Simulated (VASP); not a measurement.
Write the native input for VASP 6.6.1 that does the following.

* Task: electric field gradients
* Functional: LDA
* Potentials or basis: VASP PAW LDA potentials, release 64 (Li_sv)
* Cutoff: 520 eV
* k mesh: 12 × 12 × 12
* Occupations: fermi-dirac, width 0.08 eV
* Spin: no spin polarisation
* Dipole correction: no
* Further INCAR settings: ALGO = Normal; EDIFF = 1e-08; NBANDS = 12

The structure of Li lies in POSCAR:

```
Li
1.0
    1.5556501629      0.8981550403      7.6135104842
   -1.5556501629      0.8981550403      7.6135104842
    0.0000000000     -1.7963100807      7.6135104842
Li
3
Direct
    0.0000000000      0.0000000000      0.0000000000
    0.2220000000      0.2220000000      0.2220000000
    0.7780000000      0.7780000000      0.7780000000
```

The input as run:

INCAR

```
SYSTEM = Li
PREC = Accurate ; ENCUT = 520
EDIFF = 1E-8 ; ISMEAR = -1
SIGMA = 0.08 ; LREAL = .FALSE.
LASPH = .TRUE. ; NELM = 80
ALGO = Normal ; ISIF = 2
LWAVE = .FALSE. ; LCHARG = .FALSE.
LEFG = .TRUE. ; NBANDS = 12
```

KPOINTS

```
Automatic mesh
0
G
  12 12 12
  0 0 0
```

Potentials or basis: VASP PAW LDA potentials, release 64 (Li_sv).

The run is started by

```console
$ cat potpaw_LDA.64/Li_sv/POTCAR > POTCAR
$ mpirun -np 1 vasp_std > vasp.out
```

It gave:

The largest force is 0.008 eV/Å and the band gap on the k mesh is zero (an odd number of electrons rules out a gap without spin polarisation). The largest electric field gradient by atom is Li +0.05, +0.06 (each value once) V/Å².

Caveat: without QUAD_EFG the Cq values of the log hold for a quadrupole moment of 1 mb, not for the nuclei.

Wall time 20 min on 1 thread of Intel Xeon 8259CL, on a shared host, peak memory 0.39 GiB.
